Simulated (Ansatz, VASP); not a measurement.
**Two plane-wave programs on NbSi**

INCAR

```
PREC = Accurate
ENCUT = 600
EDIFF = 1E-7
ISMEAR = -1
SIGMA = 0.03
LREAL = F
LASPH = T
NELM = 100
ALGO = Normal
ISIF = 3
LWAVE = F
LCHARG = F
GGA = PE
IBRION = 2
NSW = 100
EDIFFG = -0.005
```

KPOINTS

```
Automatic mesh
0
Gamma
  10 10 6
```

Contents of POSCAR:

```
NbSi
1.0
    4.2082776712      0.0000000000      0.0000000000
   -2.1041388356      3.6444753694      0.0000000000
    0.0000000000      0.0000000000      6.8594926041
Nb Si
2 2
Direct
    0.3333333333      0.6666666667      0.0000000000
    0.6666666667      0.3333333333      0.5000000000
    0.3333333333      0.6666666667      0.3760000000
    0.6666666667      0.3333333333      0.8760000000
```

Input for Ansatz:

```yaml
crystal:
  lattice:
    - [4.2082776712, 0.0, 0.0]
    - [-2.1041388356, 3.6444753694, 0.0]
    - [0.0, 0.0, 6.8594926041]
  atoms:
    - { symbol: Nb, position: [0.3333333333, 0.6666666667, 0.0] }
    - { symbol: Nb, position: [0.6666666667, 0.3333333333, 0.5] }
    - { symbol: Si, position: [0.3333333333, 0.6666666667, 0.376] }
    - { symbol: Si, position: [0.6666666667, 0.3333333333, 0.876] }
kpoints:
  mp_grid: { grid: [10, 10, 6] }
scf:
  occupations: { method: fermi_dirac, width: 0.03 }
hamiltonian:
  xc: pbe
  pseudopotentials: { kind: paw }
output:
  forces: true
  stress: true
  write_density: true
  write_potential: true
  elf: true
  volumetric_format: npy
relax:
  f_tol: 0.005
  max_steps: 80
  cell: {}
```

Alike in both runs: task relaxation of cell and atoms; functional PBE; k mesh 10 × 10 × 6; occupations fermi-dirac, width 0.03 eV; no spin polarisation.

|  | VASP | Ansatz |
| --- | --- | --- |
| version | VASP 6.6.1 | Ansatz 0.2.0 |
| potentials or method | VASP PAW PBE potentials, release 64 (Nb_sv, Si) | PAW with Ansatz's default frozen-core files, scalar-relativistic |
| plane-wave cutoff (eV) | 600 | 420 |
| valence electrons in the cell | 34 | 34 |

|  | VASP | Ansatz | Ansatz less VASP |
| --- | --- | --- | --- |
| relaxed volume (Å³/atom) | 21.00 | 21.03 | +0.021 |
| relaxed cell length with the largest relative difference (Å) | 4.406 | 4.408 | +0.0017 |

Noted on VASP's run: the volume moved by over 15 % at a fixed basis, so the end points are rough.
